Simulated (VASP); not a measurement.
Crystal: ScTiN2.

```xyz
4
Lattice="3.4609 0.0000 0.0000 0.0000 3.4609 0.0000 0.0000 0.0000 4.7232" Properties=species:S:1:pos:R:3 pbc="T T T"
Sc    1.7305    1.7305    2.3616
Ti    0.0000    0.0000    0.0000
N     0.0000    0.0000    2.3616
N     1.7305    1.7305    0.0000
```

The cell was built from a structure type or drawn by symmetry, and may not be a known phase.

| Quantity | Value |
| --- | --- |
| Program | VASP 6.6.1 |
| Task | relaxation of cell and atoms |
| Functional | PBE |
| Potentials or basis | VASP PAW PBE potentials, release 64 (Sc_sv, Ti_sv, N) |
| Cutoff | 600 eV |
| k mesh | 6 × 6 × 4 |
| Occupations | gaussian, width 0.1 eV |
| Spin | collinear spin |
| Starting moments | [0.0, 1.0, 0.0, 0.0] μB |

At the start: pressure -36.7 GPa; volume 14.14 Å³/atom.

**Question.** How do energy, volume and symmetry change on relaxing?

**Answer.** Over 9 steps the energy falls by 555.3 meV/atom and the volume is 10.47 Å³/atom (-26.0 %); space group P4/mmm (No. 123, to 0.1 Å) before and after; moment 0.00 μB per cell.

Step by step:
| step | energy change (eV) | largest force (eV/Å) | pressure (GPa) | volume (Å³) |
| --- | --- | --- | --- | --- |
| 1 | 0.0000 | 0.0000 | -36.65 | 56.57 |
| 2 | -0.5713 | 0.0000 | 76.65 | 34.00 |
| 3 | -2.1665 | 0.0000 | -2.18 | 42.41 |
| 4 | -2.1691 | 0.0000 | -0.50 | 42.10 |
| 5 | -2.1687 | 0.0000 | 0.96 | 41.84 |
| 6 | -2.2185 | 0.0000 | 2.31 | 41.48 |
| 7 | -2.2187 | 0.0000 | 2.18 | 41.50 |
| 8 | -2.2188 | 0.0000 | -2.14 | 42.27 |
| 9 | -2.2214 | 0.0000 | -0.03 | 41.88 |

Final structure:
```
Sc Ti N
1.0
     3.08897    0.00000    0.00000
     0.00000    3.08897    0.00000
     0.00000    0.00000    4.38947
Sc Ti N
1 1 2
Direct
  0.50000 0.50000 0.50000
  0.00000 0.00000 0.00000
  0.00000 0.00000 0.50000
  0.50000 0.50000 0.00000
```

Caveat: the volume moved by over 15 % at a fixed basis, so the end points are rough.
